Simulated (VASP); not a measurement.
## VO2: single point with PBE+U

Crystal: VO2.

```xyz
6
Lattice="4.4800 0.0000 0.0000 0.0000 4.4817 0.0000 0.0000 0.0000 3.0269" Properties=species:S:1:pos:R:3 pbc="T T T"
V     0.0000    0.0000    0.0000
V     2.2400    2.2409    1.5135
O     1.3375    1.3406    0.0000
O     0.9025    3.5814    1.5135
O     3.1425    3.1411    0.0000
O     3.5775    0.9003    1.5135
```

```yaml
Program: VASP 6.6.1
Task: single point
Functional: PBE
Potentials_or_basis: VASP PAW PBE potentials, release 64 (V_sv, O)
Cutoff: 600 eV
k_mesh: 3 × 3 × 5
Occupations: gaussian, width 0.05 eV
Spin: collinear spin, antiferromagnetic start
Starting_moments: "[1.0, -1.0, 0.0, 0.0, 0.0, 0.0] μB"
Hubbard_terms: V d U = 3.25 eV
Dipole_correction: no
Further_INCAR_settings: ALGO = Normal; EDIFF = 1e-06; NBANDS = 38
```

* Pressure: 3.4 GPa
* Largest force: 0.049 eV/Å
* Band gap on the k mesh: 1.52 eV
* Net moment: 0.00 μB per cell
* Site moments: V +1.01, -1.01; O -0.02, +0.02 (each value once) μB
* Valence electrons inside the program's atomic spheres: V 11.35; O 5.06

Forces in eV/Å, atoms in the order of the input:
```
V    0.000  0.000  0.000
V    0.000  0.000  0.000
O    0.036  0.033  0.000
O   -0.036  0.033  0.000
O   -0.036 -0.033  0.000
O    0.036 -0.033  0.000
```

Stress tensor (GPa, compression positive):
```
3.34 0.00 0.00
0.00 3.34 0.00
0.00 0.00 3.44
```

Levels at points of the mesh, in eV from the valence-band top:
Spin up:
```tsv
k point	band 22	band 23	band 24	band 25	band 26	band 27	band 28	band 29
(0.00, 0.00, 0.00)	-0.90	-0.53	-0.51	0.00	1.52	1.67	2.10	2.45
```
Spin down:
```tsv
k point	band 22	band 23	band 24	band 25	band 26	band 27	band 28	band 29
(0.00, 0.00, 0.00)	-0.90	-0.53	-0.51	0.00	1.52	1.67	2.10	2.45
```

Eigenvalues of the final occupation matrices:
```tsv
site	spin	trace	eigenvalues
site 1 d	1	1.88	0.14 0.17 0.28 0.36 0.93
site 1 d	2	0.89	0.05 0.11 0.13 0.26 0.33
site 2 d	1	0.89	0.05 0.11 0.13 0.26 0.33
site 2 d	2	1.88	0.14 0.17 0.28 0.36 0.93
```

It took 60 s on 1 thread of Oxide Virtual Turin-like Processor (shared host), peak memory 0.18 GiB.

Caveat: the k points lie up to 0.47 Å⁻¹ apart. The state reached can hang on the start; a lower one may exist.
